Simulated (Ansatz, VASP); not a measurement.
**One calculation of FeO, two programs**

```
Fe O
1.0
     0.00000    2.13265    2.13265
     2.13265    0.00000    2.13265
     2.13265    2.13265    0.00000
Fe O
1 1
Direct
  0.00000 0.00000 0.00000
  0.50000 0.50000 0.50000
```

Alike in both runs: task single point; functional PBE; k mesh 16 × 16 × 16; occupations gaussian, width 0.1 eV; collinear spin.

|  | VASP | Ansatz |
| --- | --- | --- |
| version | VASP 6.6.1 | Ansatz 0.2.0 |
| potentials or method | VASP PAW PBE potentials, release 64 (Fe, O), cutoff 520 eV | scalar-relativistic, plane waves, PAW |
| valence electrons in the cell | 14 | 22 |

```csv
,VASP,Ansatz,Ansatz less VASP
gap on the k mesh at the Fermi level (eV),none,none,-
pressure (GPa),6.2,6.0,-0.18
net moment per atom (μB),2.00,2.00,0.000
size of the moment on the site where the two differ most (μB),3.61,3.43,-0.179
```

Site moments also hang on the region over which each program counts them. A gap of «none» marks a metal or a gap that the smearing closes. VASP's potentials hold 14 valence electrons a cell and Ansatz's 22, so a difference there can come from the potentials and not from the codes.
